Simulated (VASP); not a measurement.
# ZnPb2N2 (P-3m1) in VASP: further runs

ZnPb2N2 is run at these levels: PBE+D3(BJ); tasks: single point.

Everything below comes from runs of VASP 6.6.1. Logs are shortened: lines on timing, memory, paths and dates and some standing lists are left out, and cuts for length are marked.

### 1 The cell of the first run

The structure is trigonal, space group P-3m1 (No. 164). Conventional cell: a = 3.957 Å, b = 3.957 Å, c = 7.986 Å, α = 90.00°, β = 90.00°, γ = 120.00°. Zn (site symmetry -3m) has 2 N at 1.58 Å within 2.1 Å. Within 3.3 Å of Pb (site symmetry 3m) lie 3 N at 2.46 Å. N (site symmetry 3m) has 1 Zn at 1.58 Å within 2.1 Å.

### 2 Single point, PBE+D3(BJ)

INCAR

```
SYSTEM = ZnPb2N2
PREC     = Accurate       ! precision mode
ENCUT    = 520            ! plane-wave cutoff, eV
EDIFF    = 1E-6           ! SCF threshold, eV
ISMEAR   = 0              ! smearing method
SIGMA    = 0.05           ! smearing width, eV
LREAL    = .False.        ! projectors in reciprocal space
LASPH    = .True.         ! aspherical terms in the spheres
NELM     = 80             ! most SCF steps
ALGO     = Normal         ! electronic algorithm
ISIF     = 2              ! what is computed and relaxed
LWAVE    = .False.        ! write WAVECAR
LCHARG   = .False.        ! write CHGCAR
GGA      = PE             ! functional
IVDW     = 12             ! dispersion correction
NBANDS   = 33             ! bands
```

KPOINTS

```
regular mesh
0
Gamma
  9 9 4
  0 0 0
```

POSCAR

```
ZnPb2N2
1.0
    3.9573157205      0.0000000000      0.0000000000
   -1.9786578603      3.4271359448      0.0000000000
    0.0000000000      0.0000000000      7.9861936463
Zn Pb N
1 2 2
Direct
    0.0000000000      0.0000000000      0.5000000000
    0.6666666667      0.3333333333      0.1869330000
    0.3333333333      0.6666666667      0.8130670000
    0.0000000000      0.0000000000      0.6983190000
    0.0000000000      0.0000000000      0.3016810000
```

Potentials or basis: VASP PAW PBE potentials, release 64 (Zn, Pb_d, N).

Run with:

```console
cat potpaw_PBE.64/Zn/POTCAR potpaw_PBE.64/Pb_d/POTCAR potpaw_PBE.64/N/POTCAR > POTCAR
mpirun -np 1 vasp_std > vasp.out
```

OUTCAR:

```text
SYSTEM = ZnPb2N2
   PREC = Accurate
   ENCUT = 520
   EDIFF = 1E-6
   ISMEAR = 0
   LREAL = .False.
   LASPH = .True.
   NELM = 80
   ISIF = 2
   GGA = PE
   IVDW = 12
 IVDW          = 12

 ion  position               nearest neighbor table
   1  0.000  0.000  0.500-   4 1.58   5 1.58   2 3.39   3 3.39   2 3.39   3 3.39   2 3.39   3 3.39

   2  0.667  0.333  0.187-   5 2.46   5 2.46   5 2.46   1 3.39   1 3.39   1 3.39   3 3.76   3 3.76
                             3 3.76
   3  0.333  0.667  0.813-   4 2.46   4 2.46   4 2.46   1 3.39   1 3.39   1 3.39   2 3.76   2 3.76
                             2 3.76
   4  0.000  0.000  0.698-   1 1.58   3 2.46   3 2.46   3 2.46
   5  0.000  0.000  0.302-   1 1.58   2 2.46   2 2.46   2 2.46

  LATTYP: Found a hexagonal cell.
 ALAT       =     3.9573157205
 C/A-ratio  =     2.0180835219

  Lattice vectors:

 A1 = (   3.9573157205,   0.0000000000,   0.0000000000)
 A2 = (  -1.9786578603,   3.4271359448,   0.0000000000)
 A3 = (   0.0000000000,   0.0000000000,   7.9861936463)

Analysis of symmetry for initial positions (statically):
=====================================================================
 Subroutine PRICEL returns:
 Original cell was already a primitive cell.

 Routine SETGRP: Setting up the symmetry group for a
 hexagonal supercell.

 Subroutine GETGRP returns: Found 12 space group operations
 (whereof 12 operations were pure point group operations)
 out of a pool of 24 trial point group operations.

The static configuration has the point symmetry D_3d.

Analysis of symmetry for dynamics (positions and initial velocities):
=====================================================================
 Subroutine PRICEL returns:
 Original cell was already a primitive cell.

 Routine SETGRP: Setting up the symmetry group for a
 hexagonal supercell.

 Subroutine GETGRP returns: Found 12 space group operations
 (whereof 12 operations were pure point group operations)
 out of a pool of 24 trial point group operations.

The dynamic configuration has the point symmetry D_3d.

 Subroutine INISYM returns: Found 12 space group operations
 (whereof 12 operations are pure point group operations),
 and found     1 'primitive' translations

----------------------------------------------------------------------------------------

                                     Primitive cell

  volume of cell :     108.3108

  direct lattice vectors                    reciprocal lattice vectors
     3.957315721  0.000000000  0.000000000     0.252696542  0.145894417  0.000000000
    -1.978657860  3.427135945  0.000000000     0.000000000  0.291788834  0.000000000
     0.000000000  0.000000000  7.986193646     0.000000000  0.000000000  0.125216097

  length of vectors
[... 96 lines left out ...]
   POTIM  = 0.5000    time-step for ionic-motion
   TEBEG  =    0.0;   TEEND  =   0.0 temperature during run
   PSTRESS=    0.0 pullay stress
   NELECT =      50.0000    total number of electrons
   NUPDOWN=      -1.0000    fix difference up-down
   EMIN   =  10.00;   EMAX   =-10.00  energy-range for DOS
   EFERMI =   0.00;   METHOD = LEGACY
   ISMEAR =     0;   SIGMA  =   0.05  broadening in eV -4-tet -1-fermi 0-gaus
   EFERMI_NEDOS =   21; number of points for ismear=-14 and -15
   IALGO  =     38    algorithm
   IMIX   =      4    mixing-type and parameters
     AMIX     =   0.40;   BMIX     =  1.00
     AMIX_MAG =   1.60;   BMIX_MAG =  1.00
  volume/ion in A,a.u.               =      21.66       146.18
  Fermi-wavevector in a.u.,A,eV,Ry     =   1.265244  2.390964 21.780775  1.600842
  Thomas-Fermi vector in A             =   2.398507
   LORBIT       =      0    0 simple, 1 ext, 2 COOP (PROOUT), +10 PAW based schemes
   GGA     = PE    functional components
   LHFCALC =     F    Hartree Fock is set to
   AEXX    =    0.0000 exact exchange contribution
   IVDW    =    12    specifies the selected vdW correction
   LEPSILON=     F    determine dielectric tensor
   LRPA    =     F    only Hartree local field effects (RPA)
 non-spin polarized calculation
 Gauss-broadening in eV      SIGMA  =   0.05
  energy-cutoff  :      520.00
  volume of cell :      108.31
 maximum number of plane-waves:      2963
 NGX is ok and might be reduce to    30

 number of electron      50.0000003 magnetization

 Free energy of the ion-electron system (eV)
  ---------------------------------------------------
  ext. energy  EPLUGINS =         0.00000000
  ---------------------------------------------------
  free energy    TOTEN  =       -21.04171278 eV

  energy without entropy =      -21.04170101  energy(sigma->0) =      -21.04170690

 E-fermi :   4.2036     XC(G=0):  -9.4514

 val. band max:        4.0987604795   @ k =   0.1111   0.1111   0.0000
 cond. band min:       4.2871483427   @ k =   0.0000   0.0000   0.5000
 fundamental gap:      0.1883878632
 Fermi energy:         4.2036078891

 k-point     1 :       0.0000    0.0000    0.0000
  band No.  band energies     occupation
      1     -12.5066      2.00000
      2     -12.5066      2.00000
      3     -12.4358      2.00000
      4     -12.4358      2.00000
      5     -12.3891      2.00000
      6     -12.3891      2.00000
[... 853 lines left out ...]
     32      10.2518      0.00000
     33      11.1664      0.00000

 [... further k-points ...]

------------------------ aborting loop because EDIFF is reached ----------------------------------------

 Edisp (eV)   -1.23016

 E8    (eV) :    -0.5483

  FORCE on cell =-STRESS in cart. coord.  units (eV):
  Direction    XX          YY          ZZ          XY          YZ          ZX
  --------------------------------------------------------------------------------------
  -------------------------------------------------------------------------------------
  Total      -4.35350    -4.35350    27.77909     0.00000     0.00000    -0.00000
  in kB     -64.39870   -64.39870   410.91945     0.00000     0.00000    -0.00000
  external pressure =       94.04 kB  Pullay stress =        0.00 kB

 VOLUME and BASIS-vectors are now :
 -----------------------------------------------------------------------------
  energy-cutoff  :      520.00
  volume of cell :      108.31
      direct lattice vectors                 reciprocal lattice vectors
     3.957315721  0.000000000  0.000000000     0.252696542  0.145894417  0.000000000
    -1.978657860  3.427135945  0.000000000     0.000000000  0.291788834  0.000000000
     0.000000000  0.000000000  7.986193646     0.000000000  0.000000000  0.125216097

 POSITION                                       TOTAL-FORCE (eV/Angst)
 -----------------------------------------------------------------------------------
      0.00000      0.00000      3.99310        -0.000000      0.000000      0.000000
      1.97866      1.14238      1.49288        -0.000000     -0.000000     -0.306140
     -0.00000      2.28476      6.49331        -0.000000      0.000000      0.306140
      0.00000      0.00000      5.57691         0.000000      0.000000      8.525952
      0.00000      0.00000      2.40928        -0.000000     -0.000000     -8.525952
 -----------------------------------------------------------------------------------
    total drift:                                0.000000     -0.000000      0.000000

  FREE ENERGIE OF THE ION-ELECTRON SYSTEM (eV)
  ---------------------------------------------------
  free  energy   TOTEN  =       -22.2718694138 eV

  energy  without entropy=      -22.2718576407  energy(sigma->0) =      -22.27186353
```

OSZICAR:

```text
N       E                     dE             d eps       ncg     rms          rms(c)
DAV:   1     0.542684267323E+03    0.54268E+03   -0.24319E+04  2838   0.184E+03
DAV:   2     0.474808450142E+02   -0.49520E+03   -0.47547E+03  2878   0.463E+02
DAV:   3    -0.240573855610E+02   -0.71538E+02   -0.69036E+02  3821   0.186E+02
DAV:   4    -0.278443141352E+02   -0.37869E+01   -0.37658E+01  3180   0.463E+01
DAV:   5    -0.279829363830E+02   -0.13862E+00   -0.13853E+00  3693   0.977E+00    0.243E+01
DAV:   6    -0.212030466777E+02    0.67799E+01   -0.30175E+01  5019   0.750E+01    0.986E+00
DAV:   7    -0.210804557739E+02    0.12259E+00   -0.73197E+00  2947   0.161E+01    0.714E+00
DAV:   8    -0.210794951486E+02    0.96063E-03   -0.10654E+00  3630   0.920E+00    0.186E+00
DAV:   9    -0.210367441694E+02    0.42751E-01   -0.23959E-01  3702   0.757E+00    0.493E-01
DAV:  10    -0.210407620761E+02   -0.40179E-02   -0.41264E-02  3059   0.158E+00    0.249E-01
DAV:  11    -0.210422650705E+02   -0.15030E-02   -0.66717E-03  4072   0.713E-01    0.173E-01
DAV:  12    -0.210416668609E+02    0.59821E-03   -0.21436E-03  4432   0.386E-01    0.253E-02
DAV:  13    -0.210417081116E+02   -0.41251E-04   -0.26112E-04  3208   0.888E-02    0.106E-02
DAV:  14    -0.210417122521E+02   -0.41405E-05   -0.16112E-05  4172   0.328E-02    0.751E-03
DAV:  15    -0.210417127821E+02   -0.53004E-06   -0.33113E-06  2644   0.253E-02
   1 F= -.22271869E+02 E0= -.22271864E+02  d E =-.117731E-04
```

Wall time 3.7 min (1 thread of Oxide Virtual Turin-like, shared host); peak memory 0.29 GiB.

Results:

```yaml
Free_energy: -22.2719 eV
Pressure: 9.4 GPa
Largest_force: 8.526 eV/Å
Band_gap_on_the_k_mesh: 0.19 eV, indirect (least direct gap 0.98 eV)
Dispersion_energy_per_atom: -0.246 eV
```

Forces on the atoms (eV/Å):
```
Zn   0.000  0.000  0.000
Pb   0.000  0.000 -0.306
Pb   0.000  0.000  0.306
N    0.000  0.000  8.526
N    0.000  0.000 -8.526
```

Stress tensor (GPa, compression positive):
```
-6.44  0.00  0.00
 0.00 -6.44  0.00
 0.00  0.00 41.09
```

Caveat: spin-orbit coupling is left out, which moves the levels of the heavy elements; forces of over 1 eV/Å act on the atoms, so gaps and moduli don't describe the material at rest.

### 3 Single point, PBE+D3(BJ)

This run uses another cell than the first one, of the same volume but with other edges.

INCAR

```
SYSTEM = ZnPb2N2
ALGO = Normal
EDIFF = 1E-6
ENCUT = 520
GGA = PE
ISIF = 2
ISMEAR = 0
IVDW = 12
LASPH = .True.
LCHARG = .False.
LREAL = .False.
LWAVE = .False.
NBANDS = 33
NELM = 100
PREC = Accurate
SIGMA = 0.05
```

KPOINTS

```
k-points
0
Gamma
  9 9 4
  0 0 0
```

Changes to POSCAR since step 2:

```diff
@@ -2,5 +2,5 @@
 1.0
-    3.9573157205      0.0000000000      0.0000000000
-   -1.9786578603      3.4271359448      0.0000000000
-    0.0000000000      0.0000000000      7.9861936463
+    3.3660165362      0.0000000000      0.0000000000
+   -1.6830082681      2.9150558299      0.0000000000
+    0.0000000000      0.0000000000     11.0384665722
 Zn Pb N
```

Potentials or basis: VASP PAW PBE potentials, release 64 (Zn, Pb_d, N).

Run with:

```console
cat potpaw_PBE.64/Zn/POTCAR potpaw_PBE.64/Pb_d/POTCAR potpaw_PBE.64/N/POTCAR > POTCAR
mpirun -np 1 vasp_std > vasp.out
```

Run time: 4 min. Hardware: 1 thread of Oxide Virtual Turin-like, shared host; peak memory 0.31 GiB.

It converged, with:

```yaml
Free_energy: -22.5468 eV
Pressure: -3.9 GPa
Largest_force: 1.273 eV/Å
Band_gap_on_the_k_mesh: 0.37 eV, indirect (least direct gap 0.45 eV)
Dispersion_energy_per_atom: -0.247 eV
```

Forces in eV/Å, atoms in the order of the input:
```
Zn   0.000  0.000  0.000
Pb   0.000  0.000  1.177
Pb   0.000  0.000 -1.177
N    0.000  0.000 -1.273
N    0.000  0.000  1.273
```

Stress tensor (GPa, compression positive):
```
  5.43   0.00   0.00
  0.00   5.43   0.00
  0.00   0.00 -22.46
```

Levels at points of the mesh, in eV from the valence-band top:
```tsv
k point	band 23	band 24	band 25	band 26	band 27	band 28
(0.00, 0.00, 0.00)	-0.09	0.00	0.00	0.45	2.85	3.65
(0.00, 0.00, 0.50)	-0.09	0.00	0.00	1.54	1.81	4.07
```

Caveat: spin-orbit coupling is left out, which moves the levels of the heavy elements; forces of over 1 eV/Å act on the atoms, so gaps and moduli don't describe the material at rest. A k mesh can miss the band edges.
